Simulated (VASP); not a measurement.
Here is a VASP 6.6.1 calculation.

Contents of INCAR:

```
  ALGO = Normal
  EDIFF = 1E-6
  ENCUT = 520
  GGA = PE
  ISIF = 2
  ISMEAR = 0
  LASPH = True
  LCHARG = True
  LELF = True
  LREAL = False
  LVHAR = True
  LWAVE = False
  NBANDS = 14
  NELM = 100
  PREC = Accurate
  SIGMA = 0.15
```

The input KPOINTS:

```
k-points
0
Gamma
  20 20 20
```

File POSCAR:

```
HfC
1.0
   -0.1111566429      2.2707714195      2.2707714195
    2.2707714195     -0.1111566429      2.2707714195
    2.2707714195      2.2707714195     -0.1111566429
Hf C
1 1
Direct
    0.5000000000      0.5000000000      0.5000000000
    0.0000000000      0.0000000000      0.0000000000
```

Potentials or basis: VASP PAW PBE potentials, release 64 (Hf_pv, C).

Command:

```bash
$ cat potpaw_PBE.64/Hf_pv/POTCAR potpaw_PBE.64/C/POTCAR > POTCAR
$ mpirun -np 1 vasp_std > vasp.out
```

Question: Estimate the pressure.

Answer: -0.5 GPa.

Question: What does it give for the band gap on the k mesh?

Answer: Zero (band 7 reaches 6.96 eV, above the bottom of band 8 at 5.77 eV).

Stress tensor (GPa, compression positive):
```
-0.51  7.50  7.50
 7.50 -0.51  7.50
 7.50  7.50 -0.51
```

Caveat: spin-orbit coupling is left out, which moves the levels of the heavy elements.
